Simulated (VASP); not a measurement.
# CuSi16 (a cell with a defect) in VASP: single point with PBEsol

Aim: the single point of CuSi16 (a cell with a defect) with PBEsol.

All numbers are computed with VASP 6.6.1; they aren't measurements. Logs are shortened: lines on timing, memory, paths and dates and some standing lists are left out, and cuts for length are marked.

### 1 The cell of the first run

The cell holds a defect, 17 atoms: a = 7.679 Å, b = 7.679 Å, c = 7.679 Å, α = 60.00°, β = 60.00°, γ = 60.00°.

### 2 Single point, PBEsol

INCAR reads:

```
SYSTEM = CuSi16
PREC     = Accurate       ! precision mode
ENCUT    = 520            ! plane-wave cutoff, eV
EDIFF    = 1E-6           ! SCF threshold, eV
ISMEAR   = -1             ! smearing method
SIGMA    = 0.02           ! smearing width, eV
LREAL    = Auto         
LASPH    = .True.         ! aspherical terms in the spheres
NELM     = 100            ! most SCF steps
ALGO     = Normal         ! electronic algorithm
ISIF     = 2              ! what is computed and relaxed
LWAVE    = .False.        ! write WAVECAR
LCHARG   = .False.        ! write CHGCAR
GGA      = PS             ! functional
NBANDS   = 52             ! bands
NELECT   = 74.0
```

KPOINTS reads:

```
Automatic mesh
0
Gamma
  2 2 2
  0 0 0
```

POSCAR reads:

```
CuSi16
1.0
    0.0000000000      5.4300000000      5.4300000000
    5.4300000000      0.0000000000      5.4300000000
    5.4300000000      5.4300000000      0.0000000000
Si Cu
16 1
Direct
   -0.0107019332      0.0029474547      0.0062548494
    0.1296474914      0.1318386852      0.1096665209
    0.0051466428      0.0016090986      0.4842263242
    0.1105775904      0.1352711180      0.6202909424
    0.0105555320      0.5038875973     -0.0157767628
    0.1311789245      0.6302895507      0.1093509488
    0.0074623391      0.5097633576      0.4839075458
    0.1348556092      0.6285526077      0.6107439390
    0.5016839846     -0.0023379645      0.0086625909
    0.6120724514      0.1116051825      0.1650195048
    0.4799560033     -0.0107138337      0.5375168171
    0.6301931581      0.1262518398      0.6186811379
    0.5034652926      0.4910997599      0.0074277602
    0.6388307194      0.6255542037      0.1099513374
    0.5081169505      0.5027746165      0.4847525313
    0.6330014832      0.6206375120      0.6186834921
    0.7197928609      0.2393418140      0.7945283206
```

Potentials or basis: VASP PAW PBE potentials, release 64 (Si, Cu).

Started as:

```console
cat potpaw_PBE.64/Si/POTCAR potpaw_PBE.64/Cu/POTCAR > POTCAR
mpirun -np 1 vasp_std > vasp.out
```

OUTCAR:

```text
SYSTEM = CuSi16
   PREC = Accurate
   ENCUT = 520
   EDIFF = 1E-6
   ISMEAR = -1
   LREAL = Auto
   LASPH = .True.
   NELM = 100
   ISIF = 2
   GGA = PS
   NELECT = 74.0

 ion  position               nearest neighbor table
   1  0.989  0.003  0.006-   2 2.34   6 2.34  10 2.38   4 2.42  17 2.62
   2  0.130  0.132  0.110-   5 2.33   9 2.34   1 2.34   3 2.35
   3  0.005  0.002  0.484-   8 2.34   2 2.35  12 2.35   4 2.36
   4  0.111  0.135  0.620-  11 2.33   7 2.35   3 2.36   1 2.42  17 2.47
   5  0.011  0.504  0.984-  14 2.33   2 2.33   6 2.33   8 2.34
   6  0.131  0.630  0.109-   5 2.33  13 2.34   1 2.34   7 2.35
   7  0.007  0.510  0.484-   8 2.34   6 2.35  16 2.35   4 2.35
   8  0.135  0.629  0.611-   7 2.34   3 2.34  15 2.34   5 2.34
   9  0.502  0.998  0.009-   2 2.34  14 2.34  10 2.39  12 2.45  17 2.50
  10  0.612  0.112  0.165-  17 2.33  11 2.34   1 2.38  13 2.39   9 2.39
  11  0.480  0.989  0.538-  12 2.33  16 2.33   4 2.33  10 2.34
  12  0.630  0.126  0.619-  11 2.33   3 2.35  15 2.36  17 2.40   9 2.45
  13  0.503  0.491  0.007-  14 2.34   6 2.34  10 2.39  16 2.44  17 2.53
  14  0.639  0.626  0.110-   5 2.33   9 2.34  13 2.34  15 2.35
  15  0.508  0.503  0.485-   8 2.34  14 2.35  12 2.36  16 2.36  17 2.86
  16  0.633  0.621  0.619-  11 2.33   7 2.35  15 2.36  17 2.42  13 2.44
  17  0.720  0.239  0.795-  10 2.33  12 2.40  16 2.42   4 2.47   9 2.50  13 2.53   1 2.62  15 2.86

  LATTYP: Found a face centered cubic cell.
 ALAT       =    10.8600000000

  Lattice vectors:

 A1 = (   0.0000000000,   5.4300000000,   5.4300000000)
 A2 = (   5.4300000000,   0.0000000000,   5.4300000000)
 A3 = (   5.4300000000,   5.4300000000,   0.0000000000)

Analysis of symmetry for initial positions (statically):
=====================================================================
 Subroutine PRICEL returns:
 Original cell was already a primitive cell.

 Routine SETGRP: Setting up the symmetry group for a
 face centered cubic supercell.

 Subroutine GETGRP returns: Found  1 space group operations
 (whereof  1 operations were pure point group operations)
 out of a pool of 48 trial point group operations.

The static configuration has the point symmetry C_1 .

Analysis of symmetry for dynamics (positions and initial velocities):
=====================================================================
 Subroutine PRICEL returns:
 Original cell was already a primitive cell.

 Routine SETGRP: Setting up the symmetry group for a
 face centered cubic supercell.

 Subroutine GETGRP returns: Found  1 space group operations
 (whereof  1 operations were pure point group operations)
 out of a pool of 48 trial point group operations.

The dynamic configuration has the point symmetry C_1 .

[... 119 lines left out ...]
   POTIM  = 0.5000    time-step for ionic-motion
   TEBEG  =    0.0;   TEEND  =   0.0 temperature during run
   PSTRESS=    0.0 pullay stress
   NELECT =      74.0000    total number of electrons
   NUPDOWN=      -1.0000    fix difference up-down
   EMIN   =  10.00;   EMAX   =-10.00  energy-range for DOS
   EFERMI =   0.00;   METHOD = LEGACY
   ISMEAR =    -1;   SIGMA  =   0.02  broadening in eV -4-tet -1-fermi 0-gaus
   EFERMI_NEDOS =   21; number of points for ismear=-14 and -15
   IALGO  =     38    algorithm
   IMIX   =      4    mixing-type and parameters
     AMIX     =   0.40;   BMIX     =  1.00
     AMIX_MAG =   1.60;   BMIX_MAG =  1.00
  volume/ion in A,a.u.               =      18.84       127.11
  Fermi-wavevector in a.u.,A,eV,Ry     =   1.004636  1.898488 13.732283  1.009294
  Thomas-Fermi vector in A             =   2.137265
   LORBIT       =      0    0 simple, 1 ext, 2 COOP (PROOUT), +10 PAW based schemes
   GGA     = PS    functional components
   LHFCALC =     F    Hartree Fock is set to
   AEXX    =    0.0000 exact exchange contribution
   IVDW    =     0    specifies the selected vdW correction
   LEPSILON=     F    determine dielectric tensor
   LRPA    =     F    only Hartree local field effects (RPA)
 non-spin polarized calculation
  energy-cutoff  :      520.00
  volume of cell :      320.21
 maximum number of plane-waves:      8646
 NGX is ok and might be reduce to    60
   NGX = 29   NGY = 29   NGZ = 29

 number of electron      73.9999996 magnetization

 Free energy of the ion-electron system (eV)
  ---------------------------------------------------
  ext. energy  EPLUGINS =         0.00000000
  ---------------------------------------------------
  free energy    TOTEN  =      -100.07806987 eV

  energy without entropy =     -100.07805157  energy(sigma->0) =     -100.07806072

 E-fermi :   6.3478     XC(G=0):  -9.7561

 val. band max:        6.1732445950   @ k =   0.0000   0.0000   0.0000
 cond. band min:       6.5195007461   @ k =   0.0000   0.0000   0.0000
 fundamental gap:      0.3462561511
 Fermi energy:         6.3478161294

 k-point     1 :       0.0000    0.0000    0.0000
  band No.  band energies     occupation
      1      -5.9710      2.00000
      2      -3.6146      2.00000
      3      -3.5510      2.00000
      4      -3.5307      2.00000
      5      -3.5230      2.00000
      6      -2.1102      2.00000
[... 405 lines left out ...]
     48      10.3614      0.00000
     49      10.3880      0.00000
 [bands above 49 left out]

------------------------ aborting loop because EDIFF is reached ----------------------------------------

  FORCE on cell =-STRESS in cart. coord.  units (eV):
  Direction    XX          YY          ZZ          XY          YZ          ZX
  --------------------------------------------------------------------------------------
  -------------------------------------------------------------------------------------
  Total       -5.7838703     -6.1299347     -5.6490326      0.3738858     -0.2409884     -0.0408237
  in kB      -28.9400745    -30.6716361    -28.2654028      1.8707687     -1.2058053     -0.2042647
  external PRESSURE =     -29.2923711 kB  Pullay stress =       0.0000000 kB

 VOLUME and BASIS-vectors are now :
 -----------------------------------------------------------------------------
  energy-cutoff  :      520.00
  volume of cell :      320.21
      direct lattice vectors                 reciprocal lattice vectors
     0.000000000  5.430000000  5.430000000    -0.092081031  0.092081031  0.092081031
     5.430000000  0.000000000  5.430000000     0.092081031 -0.092081031  0.092081031
     5.430000000  5.430000000  0.000000000     0.092081031  0.092081031 -0.092081031

 POSITION                                       TOTAL-FORCE (eV/Angst)
 -----------------------------------------------------------------------------------
      0.04997      5.40585      5.38789        -0.013369      0.008960      0.011616
      1.31137      1.29948      1.41987         0.014229     -0.005235      0.005000
      2.63809      2.65730      0.03668         0.000004      0.013021     -0.001263
      4.10270      3.96862      1.33496        -0.002474      0.002001     -0.002213
      8.08044      5.40165      2.79343        -0.003529      0.000953      0.002858
      4.01625      1.30608      4.13477        -0.004536     -0.007448     -0.021266
[... 9 lines left out ...]
      6.72951      6.79665      6.80726         0.011333     -0.007692     -0.000285
      5.61391      8.22276      5.20810         0.003995      0.011839      0.033936
 -----------------------------------------------------------------------------------
    total drift:                                0.003381     -0.000968     -0.000478

  FREE ENERGIE OF THE ION-ELECTRON SYSTEM (eV)
  ---------------------------------------------------
  free  energy   TOTEN  =      -100.0780698695 eV

  energy  without entropy=     -100.0780515665  energy(sigma->0) =     -100.07806072
```

OSZICAR:

```text
N       E                     dE             d eps       ncg     rms          rms(c)
DAV:   1     0.327256362451E+03    0.32726E+03   -0.27527E+04   832   0.123E+03
[... 11 lines left out ...]
DAV:  13    -0.100080630403E+03   -0.31993E-02   -0.25740E-02  1344   0.235E+00    0.365E-01
DAV:  14    -0.100078443072E+03    0.21873E-02   -0.61002E-03  1328   0.177E+00    0.171E-01
DAV:  15    -0.100078140511E+03    0.30256E-03   -0.13744E-03  1304   0.611E-01    0.743E-02
DAV:  16    -0.100078108965E+03    0.31545E-04   -0.22168E-04  1320   0.133E-01    0.440E-02
DAV:  17    -0.100078080911E+03    0.28055E-04   -0.26807E-05  1336   0.141E-01    0.251E-02
DAV:  18    -0.100078068228E+03    0.12683E-04   -0.60328E-05  1208   0.206E-01    0.357E-03
DAV:  19    -0.100078069863E+03   -0.16356E-05   -0.20548E-05  1108   0.245E-02    0.499E-03
DAV:  20    -0.100078069870E+03   -0.63428E-08   -0.35668E-07   576   0.287E-03
   1 F= -.10007807E+03 E0= -.10007806E+03  d E =-.183031E-04
```

stdout:

```text
POSCAR found type information on POSCAR SiCu
 POSCAR found :  2 types and      17 ions
 scaLAPACK will be used
 -----------------------------------------------------------------------------
|                                                                             |
|                                                                             |
|     You enforced a specific xc type in the INCAR file but a different       |
|     I HOPE YOU KNOW WHAT YOU ARE DOING!                                     |
|                                                                             |
 -----------------------------------------------------------------------------

 LDA part: xc-table for (Slater+PW92), standard interpolation
 POSCAR, INCAR and KPOINTS ok, starting setup
 FFT: planning ... GRIDC
 FFT: planning ... GRID_SOFT
 FFT: planning ... GRID
 WAVECAR not read
 entering main loop
 the old and the new charge density differ
 old charge density:    75.00000 new   74.00000
    0.239E+01
```

Run time: 3.4 min. Hardware: 1 thread of Intel Xeon 6975P-C (Granite Rapids), shared host; peak memory 0.48 GiB.

What came out:

| Property | Result |
| --- | --- |
| Free energy | -100.0781 eV |
| Largest force | 0.043 eV/Å |

Forces in eV/Å, atoms in the order of the input:
```
Si  -0.013  0.009  0.012
Si   0.014 -0.005  0.005
Si   0.000  0.013 -0.001
Si  -0.002  0.002 -0.002
Si  -0.004  0.001  0.003
Si  -0.005 -0.007 -0.021
Si   0.000  0.008 -0.001
Si  -0.005 -0.010 -0.001
Si  -0.026 -0.012 -0.001
Si   0.018  0.009 -0.038
Si  -0.007 -0.006 -0.003
Si   0.004 -0.001 -0.009
Si   0.009 -0.009  0.023
Si   0.000  0.008  0.002
Si   0.002 -0.005  0.000
Si   0.011 -0.008  0.000
Cu   0.004  0.012  0.034
```

Levels at points of the mesh, in eV from the Fermi level:
```csv
k point,band 35,band 36,band 37,band 38,band 39,band 40
"(0.00, 0.00, 0.00)",-0.71,-0.21,-0.17,0.17,0.47,0.48
"(0.50, 0.00, 0.00)",-0.86,-0.77,-0.64,0.49,0.95,1.17
"(0.00, 0.50, 0.00)",-0.85,-0.81,-0.71,0.51,0.98,1.16
"(0.00, 0.00, 0.50)",-0.91,-0.76,-0.74,0.33,1.15,1.20
"(0.50, 0.50, 0.50)",-0.85,-0.80,-0.75,0.51,0.99,1.17
"(0.50, 0.50, 0.00)",-1.44,-1.42,-0.99,0.58,0.95,1.92
"(0.00, 0.50, 0.50)",-1.45,-1.42,-1.00,0.58,0.95,1.92
"(0.50, 0.00, 0.50)",-1.47,-1.41,-1.03,0.59,0.94,1.92
```

Caveat: the k points lie up to 0.50 Å⁻¹ apart; the cell carries a net charge on a neutralising background, which shifts energy and pressure; the cell is charged against a uniform background, so pressure and absolute levels hang on convention; the PAW data sets were made with another functional, which shifts forces and pressure a little.
